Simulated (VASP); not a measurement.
# ZnS: single point with r2SCAN

The system is ZnS.

```
Zn S
1.0
     0.00000    2.69410    2.56532
     2.69410    0.00000    2.56532
     2.69410    2.69410    0.00000
Zn S
1 1
Cartesian
  1.3470 1.3470 1.2827
  0.0000 0.0000 0.0000
```

This cell differs from its parent crystal: uniaxial z strain -4.8%.

```
Program                : VASP 6.6.1
Task                   : single point
Functional             : r2SCAN
Potentials or basis    : VASP PAW PBE potentials, release 64 (Zn, S)
Cutoff                 : 520 eV
k mesh                 : 8 × 8 × 8
Occupations            : gaussian, width 0.01 eV
Spin                   : no spin polarisation
Dipole correction      : no
Further INCAR settings : ALGO = Normal; EDIFF = 1e-07; NBANDS = 16
```

```
Pressure               : 4.3 GPa
Band gap on the k mesh : 2.83 eV, direct
```

Stress tensor (GPa, compression positive):
```
3.68 0.00 0.00
0.00 3.68 0.00
0.00 0.00 5.52
```

Levels at points of the mesh, in eV from the valence-band top:
| k point | band 5 | band 6 | band 7 | band 8 | band 9 | band 10 | band 11 | band 12 | band 13 | band 14 |
| --- | --- | --- | --- | --- | --- | --- | --- | --- | --- | --- |
| (0.00, 0.00, 0.00) | -6.24 | -6.23 | -0.17 | -0.17 | 0.00 | 2.83 | 6.76 | 6.76 | 6.77 | 11.83 |
| (0.50, 0.00, 0.00) | -6.19 | -6.04 | -5.87 | -1.22 | -0.94 | 3.78 | 7.02 | 7.53 | 9.55 | 13.03 |
| (0.50, 0.50, 0.00) | -6.14 | -5.94 | -4.75 | -2.79 | -2.79 | 3.31 | 4.01 | 12.52 | 13.04 | 13.04 |
| (0.50, 0.00, 0.50) | -6.15 | -6.03 | -5.05 | -2.57 | -2.45 | 3.59 | 4.53 | 11.89 | 12.87 | 13.17 |

Wall time 2.7 min on 1 thread of Intel(R) Xeon(R) Platinum 8259CL CPU @ 2.50GHz (Skylake/Cascade Lake), on a shared host, peak memory 0.18 GiB.

Caveat: the cell differs from its parent crystal (uniaxial z strain -4.8%); the PAW data sets were made with another functional, which shifts forces and pressure a little. A k mesh can miss the band edges.
